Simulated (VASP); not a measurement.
# Ti (Fd-3m) in VASP: a series of runs

The runs below take Ti through relaxation of cell and atoms, with LDA.

Program: VASP 6.6.1. These are calculated values, not measurements. Logs are shortened: lines on timing, memory, paths and dates and some standing lists are left out, and cuts for length are marked.

### 1 The cell of the first run

Symmetry: Fd-3m, No. 227, cubic system. The conventional cell has a = 5.680 Å, b = 5.680 Å, c = 5.680 Å, α = 90.00°, β = 90.00°, γ = 90.00°. Ti (site symmetry -43m) has 4 Ti at 2.46 Å within 3.2 Å.

This isn't the form of Ti at room conditions, which is hcp.

### 2 Relaxation of cell and atoms, LDA

Contents of INCAR:

```
SYSTEM = Ti
PREC = Accurate
ENCUT = 600
EDIFF = 1E-7
ISMEAR = 1
SIGMA = 0.05
LREAL = .False.
LASPH = .True.
NELM = 60
ALGO = Normal
ISIF = 3
LWAVE = .False.
LCHARG = .False.
IBRION = 2
NSW = 80
EDIFFG = -0.02
```

Contents of KPOINTS:

```
regular mesh
0
Gamma
  6 6 6
  0 0 0
```

Contents of POSCAR:

```
Ti
1.0
    0.0000000000      2.8400000000      2.8400000000
    2.8400000000      0.0000000000      2.8400000000
    2.8400000000      2.8400000000      0.0000000000
Ti
2
Direct
    0.0000000000      0.0000000000      0.0000000000
    0.2500000000      0.2500000000      0.2500000000
```

Potentials or basis: VASP PAW LDA potentials, release 64 (Ti_sv).

On the command line:

```bash
$ cat potpaw_LDA.64/Ti_sv/POTCAR > POTCAR
$ mpirun -np 1 vasp_std > vasp.out
```

OUTCAR:

```text
SYSTEM = Ti
   PREC = Accurate
   ENCUT = 600
   EDIFF = 1E-7
   ISMEAR = 1
   LREAL = .False.
   LASPH = .True.
   NELM = 60
   ISIF = 3
   IBRION = 2
   NSW = 80
   EDIFFG = -0.02

 ion  position               nearest neighbor table
   1  0.000  0.000  0.000-   2 2.46   2 2.46   2 2.46   2 2.46
   2  0.250  0.250  0.250-   1 2.46   1 2.46   1 2.46   1 2.46

  LATTYP: Found a face centered cubic cell.
 ALAT       =     5.6800000000

  Lattice vectors:

 A1 = (   0.0000000000,   2.8400000000,   2.8400000000)
 A2 = (   2.8400000000,   0.0000000000,   2.8400000000)
 A3 = (   2.8400000000,   2.8400000000,   0.0000000000)

Analysis of symmetry for initial positions (statically):
=====================================================================
 Subroutine PRICEL returns:
 Original cell was already a primitive cell.

 Routine SETGRP: Setting up the symmetry group for a
 face centered cubic supercell.

 Subroutine GETGRP returns: Found 48 space group operations
 (whereof 24 operations were pure point group operations)
 out of a pool of 48 trial point group operations.

The static configuration has the point symmetry T_d .
 The point group associated with its full space group is O_h .

Analysis of symmetry for dynamics (positions and initial velocities):
=====================================================================
 Subroutine PRICEL returns:
 Original cell was already a primitive cell.

 Routine SETGRP: Setting up the symmetry group for a
 face centered cubic supercell.

 Subroutine GETGRP returns: Found 48 space group operations
 (whereof 24 operations were pure point group operations)
 out of a pool of 48 trial point group operations.

The dynamic configuration has the point symmetry T_d .
 The point group associated with its full space group is O_h .

 Subroutine INISYM returns: Found 48 space group operations
 (whereof 24 operations are pure point group operations),
 and found     1 'primitive' translations

----------------------------------------------------------------------------------------

                                     Primitive cell

  volume of cell :      45.8126

  direct lattice vectors                    reciprocal lattice vectors
     0.000000000  2.840000000  2.840000000    -0.176056338  0.176056338  0.176056338
     2.840000000  0.000000000  2.840000000     0.176056338 -0.176056338  0.176056338
     2.840000000  2.840000000  0.000000000     0.176056338  0.176056338 -0.176056338

  length of vectors
     4.016366517  4.016366517  4.016366517     0.304938522  0.304938522  0.304938522

  position of ions in fractional coordinates (direct lattice)
     0.000000000  0.000000000  0.000000000
     0.250000000  0.250000000  0.250000000

  ion indices of the primitive-cell ions
   primitive index   ion index
                 1           1
                 2           2

----------------------------------------------------------------------------------------

 KPOINTS: regular mesh

Automatic generation of k-mesh.
 Grid dimensions read from file:
 generate k-points for:    6    6    6

 Generating k-lattice:

  Cartesian coordinates                     Fractional coordinates (reciprocal lattice)
    -0.029342723  0.029342723  0.029342723     0.166666667  0.000000000  0.000000000
     0.029342723 -0.029342723  0.029342723     0.000000000  0.166666667  0.000000000
     0.029342723  0.029342723 -0.029342723     0.000000000  0.000000000  0.166666667

  Length of vectors
     0.050823087  0.050823087  0.050823087

  Shift w.r.t. Gamma in fractional coordinates (k-lattice)
     0.000000000  0.000000000  0.000000000

 Subroutine IBZKPT returns following result:
 ===========================================

 Found     16 irreducible k-points:

 Following reciprocal coordinates:
            Coordinates               Weight
  0.000000  0.000000  0.000000      1.000000
  0.166667  0.000000  0.000000      8.000000
  0.333333  0.000000  0.000000      8.000000
  0.500000  0.000000  0.000000      4.000000
  0.166667  0.166667  0.000000      6.000000
  0.333333  0.166667  0.000000     24.000000
[... 8 lines left out ...]
 -0.333333  0.333333  0.166667     24.000000
 -0.333333  0.500000  0.166667     12.000000
   k-points           NKPTS =     16   k-points in BZ     NKDIM =     16   number of bands    NBANDS=     16
   number of dos      NEDOS =    301   number of ions     NIONS =      2
   total plane-waves  NPLWV =  32768
   dimension x,y,z NGX =    32 NGY =   32 NGZ =   32
   dimension x,y,z NGXF=    64 NGYF=   64 NGZF=   64
   ions per type =               2
   NGX,Y,Z   is equivalent  to a cutoff of  13.25, 13.25, 13.25 a.u.
   NGXF,Y,Z  is equivalent  to a cutoff of  26.49, 26.49, 26.49 a.u.
 SYSTEM =  Ti
   PREC   = accura    normal or accurate (medium, high low for compatibility)
   ISTART =      0    job   : 0-new  1-cont  2-samecut
   ICHARG =      2    charge: 1-file 2-atom 10-const
   ISPIN  =      1    spin polarized calculation?
   LNONCOLLINEAR =      F non collinear calculations
   LSORBIT =      F    spin-orbit coupling
   LASPH  =      T    aspherical Exc in radial PAW
   ENCUT  =  600.0 eV  44.10 Ry    6.64 a.u.   8.02  8.02  8.02*2*pi/ulx,y,z
   NELM   =     60;   NELMIN=  2; NELMDL= -5     # of ELM steps
   EDIFF  = 0.1E-06   stopping-criterion for ELM
   LREAL  =      F    real-space projection
   EDIFFG = -.2E-01   stopping-criterion for IOM
   NSW    =     80    number of steps for IOM
   IBRION =      2    ionic relax: 0-MD 1-quasi-New 2-CG
   NFREE  =      1    steps in history (QN), initial steepest desc. (CG)
   ISIF   =      3    stress and relaxation
   ISYM   =      2    0-nonsym 1-usesym 2-fastsym
   POTIM  = 0.5000    time-step for ionic-motion
   TEBEG  =    0.0;   TEEND  =   0.0 temperature during run
   PSTRESS=    0.0 pullay stress
   NELECT =      24.0000    total number of electrons
   NUPDOWN=      -1.0000    fix difference up-down
   EMIN   =  10.00;   EMAX   =-10.00  energy-range for DOS
   EFERMI =   0.00;   METHOD = LEGACY
   ISMEAR =     1;   SIGMA  =   0.05  broadening in eV -4-tet -1-fermi 0-gaus
   EFERMI_NEDOS =   21; number of points for ismear=-14 and -15
   IALGO  =     38    algorithm
   IMIX   =      4    mixing-type and parameters
     AMIX     =   0.40;   BMIX     =  1.00
     AMIX_MAG =   1.60;   BMIX_MAG =  1.00
  volume/ion in A,a.u.               =      22.91       154.58
  Fermi-wavevector in a.u.,A,eV,Ry     =   1.319725  2.493919 23.696929  1.741675
  Thomas-Fermi vector in A             =   2.449603
   LORBIT       =      0    0 simple, 1 ext, 2 COOP (PROOUT), +10 PAW based schemes
   GGA     = CA    functional components
   LHFCALC =     F    Hartree Fock is set to
   AEXX    =    0.0000 exact exchange contribution
   IVDW    =     0    specifies the selected vdW correction
   LEPSILON=     F    determine dielectric tensor
   LRPA    =     F    only Hartree local field effects (RPA)
 conjugate gradient relaxation of ions
 non-spin polarized calculation
 Methfessel and Paxton  Order N= 1 SIGMA  =   0.05
  energy-cutoff  :      600.00
  volume of cell :       45.81
 maximum number of plane-waves:      1544
   NGX = 17   NGY = 17   NGZ = 17

--------------------------------------- Ionic step        1  -------------------------------------------

 number of electron      24.0000008 magnetization

 Free energy of the ion-electron system (eV)
  ---------------------------------------------------
  ext. energy  EPLUGINS =         0.00000000
  ---------------------------------------------------
  free energy    TOTEN  =       -12.37581916 eV

  energy without entropy =      -12.37405187  energy(sigma->0) =      -12.37523006

------------------------ aborting loop because EDIFF is reached ----------------------------------------

  FORCE on cell =-STRESS in cart. coord.  units (eV):
  Direction    XX          YY          ZZ          XY          YZ          ZX
  --------------------------------------------------------------------------------------
  -------------------------------------------------------------------------------------
  Total       -1.7980581     -1.7980581     -1.7980581      0.0000000      0.0000000     -0.0000000
  in kB      -62.8824269    -62.8824269    -62.8824269      0.0000000      0.0000000     -0.0000000
  external PRESSURE =     -62.8824269 kB  Pullay stress =       0.0000000 kB

 VOLUME and BASIS-vectors are now :
 -----------------------------------------------------------------------------
  energy-cutoff  :      600.00
  volume of cell :       45.81
      direct lattice vectors                 reciprocal lattice vectors
     0.000000000  2.840000000  2.840000000    -0.176056338  0.176056338  0.176056338
     2.840000000  0.000000000  2.840000000     0.176056338 -0.176056338  0.176056338
     2.840000000  2.840000000  0.000000000     0.176056338  0.176056338 -0.176056338
[... 37 lines left out ...]
 POSITION                                       TOTAL-FORCE (eV/Angst)
 -----------------------------------------------------------------------------------
      2.71682      2.71682     -0.00000         0.000000      0.000000      0.000000
      1.35841      1.35841      1.35841        -0.000000     -0.000000     -0.000000
 -----------------------------------------------------------------------------------
    total drift:                               -0.000000      0.000000      0.000000

  FREE ENERGIE OF THE ION-ELECTRON SYSTEM (eV)
  ---------------------------------------------------
  free  energy   TOTEN  =       -12.5169986234 eV

  energy  without entropy=      -12.5154154408  energy(sigma->0) =      -12.51647090

--------------------------------------- Ionic step        3  -------------------------------------------

 number of electron      24.0000004 magnetization

 Free energy of the ion-electron system (eV)
  ---------------------------------------------------
  ext. energy  EPLUGINS =         0.00000000
  ---------------------------------------------------
  free energy    TOTEN  =       -12.51727468 eV

  energy without entropy =      -12.51579642  energy(sigma->0) =      -12.51678193

 E-fermi :   6.2280     XC(G=0): -10.8138

 val. band max:        6.2233296923   @ k =   0.3333   0.3333   0.0000
 cond. band min:       6.2372112875   @ k =   0.3333   0.1667   0.0000
 fundamental gap:      0.0138815952
 Fermi energy:         6.2279812433

 k-point     1 :       0.0000    0.0000    0.0000
  band No.  band energies     occupation
      1     -49.7677      2.00000
      2     -48.9583      2.00000
      3     -26.6219      2.00000
      4     -26.6219      2.00000
      5     -26.6219      2.00000
      6     -25.5842      2.00000
[... 8 lines left out ...]
     15       8.2023      0.00000
     16       8.2023      0.00000
[... 305 lines left out ...]
 POSITION                                       TOTAL-FORCE (eV/Angst)
 -----------------------------------------------------------------------------------
      0.00000      0.00000      0.00000        -0.000000     -0.000000     -0.000000
      1.35607      1.35607      1.35607         0.000000      0.000000      0.000000
 -----------------------------------------------------------------------------------
    total drift:                               -0.000000      0.000000      0.000000

  FREE ENERGIE OF THE ION-ELECTRON SYSTEM (eV)
  ---------------------------------------------------
  free  energy   TOTEN  =       -12.5172746827 eV

  energy  without entropy=      -12.5157964183  energy(sigma->0) =      -12.51678193

 reached required accuracy - stopping structural energy minimisation
```

Run time: 29 s. Hardware: 1 thread of Intel Xeon Platinum 8259CL at 2.50GHz (Skylake/Cascade Lake), shared host; peak memory 0.16 GiB.

What came out:

| Item | Value |
| --- | --- |
| Free energy | -12.5173 eV |
| Relaxed volume | 19.95 Å³/atom |
| Relaxed cell | a = 3.836 Å, b = 3.836 Å, c = 3.836 Å, α = 60.00°, β = 60.00°, γ = 60.00° |
| Space group after relaxing (to 0.1 Å) | Fd-3m (No. 227) |
| Energy gained by relaxing | 70.7 meV/atom |
| Ionic steps | 3 |
| Pressure after relaxing | 0.0 GPa |
| Band gap on the k mesh | zero (bands 12 and 13 overlap by 0.29 eV) |

Step by step:
```
step  energy change (eV)  largest force (eV/Å)  pressure (GPa)  volume (Å³)
   1              0.0000                0.0000           -6.29        45.81
   2             -0.1412                0.0000           -0.39        40.11
   3             -0.1415                0.0000           -0.04        39.90
```

Final structure:
```
Ti
1.0
     0.00000    2.71214    2.71214
     2.71214    0.00000    2.71214
     2.71214    2.71214    0.00000
Ti
2
Direct
  0.00000 0.00000 0.00000
  0.25000 0.25000 0.25000
```

Levels at points of the mesh, in eV from the Fermi level:
| k point | band 8 | band 9 | band 10 | band 11 | band 12 | band 13 | band 14 | band 15 | band 16 |
| --- | --- | --- | --- | --- | --- | --- | --- | --- | --- |
| (0.00, 0.00, 0.00) | -31.81 | -4.91 | -0.81 | -0.81 | -0.11 | -0.11 | -0.11 | 1.97 | 1.97 |
| (0.50, 0.00, 0.00) | -31.67 | -1.62 | -1.50 | -0.76 | -0.76 | -0.16 | -0.16 | 0.77 | 2.93 |
| (0.50, 0.50, 0.00) | -31.53 | -2.08 | -2.08 | -0.05 | -0.05 | 0.65 | 0.65 | 1.70 | 1.70 |

[end of part 1 of 2]
